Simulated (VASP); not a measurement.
Wanted: the native input for a VASP 6.6.1 run.

```
Task                   : single point
Functional             : PBEsol
Potentials or basis    : VASP PAW PBE potentials, release 64 (Sn_d)
Cutoff                 : 520 eV
k mesh                 : 18 × 18 × 18
Occupations            : gaussian, width 0.15 eV
Spin                   : no spin polarisation
Dipole correction      : no
Further INCAR settings : ALGO = Fast; EDIFF = 1e-07; NBANDS = 13
```

The structure of Sn lies in POSCAR:

```
Sn
1.0
   -1.7430796737      1.7430796737      1.7430796737
    1.7430796737     -1.7430796737      1.7430796737
    1.7430796737      1.7430796737     -1.7430796737
Sn
1
Direct
    0.0000000000      0.0000000000      0.0000000000
```

This cell differs from its parent crystal: strain -0.080 along x and y, -0.080 along z.

These files were run (other wordings do the same):

INCAR

```
SYSTEM = Sn
PREC = Accurate
ENCUT = 520
EDIFF = 1E-7
ISMEAR = 0
SIGMA = 0.15
LREAL = .FALSE.
LASPH = .TRUE.
NELM = 60
ALGO = Fast
ISIF = 2
LWAVE = .FALSE.
LCHARG = .FALSE.
GGA = PS
NBANDS = 13
```

KPOINTS

```
Automatic mesh
0
G
  18 18 18
  0 0 0
```

Potentials or basis: VASP PAW PBE potentials, release 64 (Sn_d).

Command:

```sh
$ cat potpaw_PBE.64/Sn_d/POTCAR > POTCAR
$ mpirun -np 1 vasp_std > vasp.out
```

It gave:

```json
{"Pressure": "19.2 GPa", "Band gap on the k mesh": "zero (band 7 reaches 21.90 eV, above the bottom of band 8 at 7.97 eV)"}
```

Caveat: the cell differs from its parent crystal (strain -0.080 along x and y, -0.080 along z); the PAW data sets were made with another functional, which shifts forces and pressure a little; spin-orbit coupling is left out, which moves the levels of the heavy elements.

Wall time 20 s on 1 thread of Intel(R) Xeon(R) 6975P-C (Granite Rapids), with other jobs on the host, peak memory 0.16 GiB.
